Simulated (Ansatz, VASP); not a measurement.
## Two plane-wave programs on PbSe

Contents of POSCAR:

```
PbSe
1.0
    0.0000000000      3.1499685800      3.1499685800
    3.1499685800      0.0000000000      3.1499685800
    3.1499685800      3.1499685800      0.0000000000
Pb Se
1 1
Direct
    0.0000000000      0.0000000000      0.0000000000
    0.5000000000      0.5000000000      0.5000000000
```

The input INCAR.step1:

```
SYSTEM = PbSe
PREC = Accurate
ENCUT = 520
ISMEAR = -1
SIGMA = 0.02
LREAL = .False.
LASPH = .True.
NELM = 100
GGA = PE
ALGO = Normal
EDIFF = 1E-4
LWAVE = .True.
LCHARG = .False.
```

Contents of INCAR.step2:

```
SYSTEM = PbSe
PREC = Accurate
ENCUT = 520
EDIFF = 1E-7
ISMEAR = -1
SIGMA = 0.02
LREAL = .False.
LASPH = .True.
NELM = 100
ALGO = Normal
ISIF = 2
LWAVE = .False.
LCHARG = .False.
METAGGA = R2SCAN
LMIXTAU = .True.
IBRION = 2
NSW = 50
EDIFFG = -0.01
ISTART = 1
```

KPOINTS

```
regular mesh
0
Gamma
  8 8 8
  0 0 0
```

Input for Ansatz:

```yaml
crystal:
  lattice:
    - [0.0, 3.14996858, 3.14996858]
    - [3.14996858, 0.0, 3.14996858]
    - [3.14996858, 3.14996858, 0.0]
  atoms:
    - { symbol: Pb, position: [0.0, 0.0, 0.0] }
    - { symbol: Se, position: [0.5, 0.5, 0.5] }
  symmetry: { tolerance: 0.0003 }
hamiltonian:
  xc: r2scan
  pseudopotentials: { kind: paw, azcp: { folder: soft_1 } }
basis:
  ecutwfc: 500
magnetization:
  spin_polarized: false
scf:
  occupations: { method: fermi_dirac, width: 0.02 }
kpoints:
  mp_grid: { grid: [8, 8, 8], shift: [0, 0, 0] }
  band_path:
    path:
      - [0.0, 0.0, 0.0]
      - [0.5, 0.0, 0.5]
      - [0.625, 0.25, 0.625]
      - [0.375, 0.375, 0.75]
      - [0.0, 0.0, 0.0]
      - [0.5, 0.5, 0.5]
      - [0.5, 0.25, 0.75]
      - [0.5, 0.0, 0.5]
    npoints: 10
output:
  forces: true
  stress: true
  eigenvalues: true
  write_potential: true
  elf: true
  volumetric_format: npy
  dos: { e_range: [-12, 8], de: 0.05 }
relax:
  max_steps: 30
```

Alike in both runs: task relaxation of the atoms; functional r2SCAN; k mesh 8 × 8 × 8; occupations fermi-dirac, width 0.02 eV; no spin polarisation.

|  | VASP | Ansatz |
| --- | --- | --- |
| version | VASP 6.6.1 | Ansatz 0.2.0 |
| potentials or method | VASP PAW PBE potentials, release 64 (Pb_d, Se), cutoff 520 eV | PAW plane waves |
| valence electrons in the cell | 20 | 30 |

|  | VASP | Ansatz | Ansatz less VASP |
| --- | --- | --- | --- |
| gap on the k mesh at the Fermi level, each at its own relaxed structure (eV) | 0.84 | 0.84 | +0.002 |

VASP's potentials were made for PBE, not for r2SCAN. VASP's potentials hold 20 valence electrons a cell and Ansatz's 30, so a difference there can come from the potentials and not from the codes. Ansatz's warnings: stress scf threshold loose.

Spin-orbit coupling is off throughout. Noted on VASP's run: the relaxation stopped at its first step, so nothing moved.
